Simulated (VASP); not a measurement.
A run of VASP 6.6.1:

The input INCAR:

```
PREC = Accurate
ENCUT = 520
EDIFF = 1E-6
ISMEAR = -1
SIGMA = 0.1
LREAL = F
LASPH = T
NELM = 150
ALGO = Normal
ISIF = 2
LWAVE = F
LCHARG = F
ISPIN = 2
MAGMOM = 0 3.2
LORBIT = 11
LMAXMIX = 4
GGA = PS
NBANDS = 17
```

Contents of KPOINTS:

```
regular mesh
0
Gamma
  10 10 10
```

The input POSCAR:

```
AlCo
1.0
    2.8473166670      0.0000000000      0.0000000000
    0.0000000000      2.8473166670      0.0000000000
    0.0000000000      0.0000000000      2.8473166670
Al Co
1 1
Direct
    0.0000000000      0.0000000000      0.0000000000
    0.5000000000      0.5000000000      0.5000000000
```

Potentials or basis: VASP PAW PBE potentials, release 64 (Al, Co).

Run with:

```console
$ cat potpaw_PBE.64/Al/POTCAR potpaw_PBE.64/Co/POTCAR > POTCAR
$ mpirun -np 1 vasp_std > vasp.out
```

Hardware: 1 thread of Intel Xeon 6975P-C (shared host).

Estimate the wall time of this run.

It took 18 s on 1 thread of Intel Xeon 6975P-C, with other jobs on the host, peak memory 0.17 GiB. Counts: scf iterations 14, k points 56.
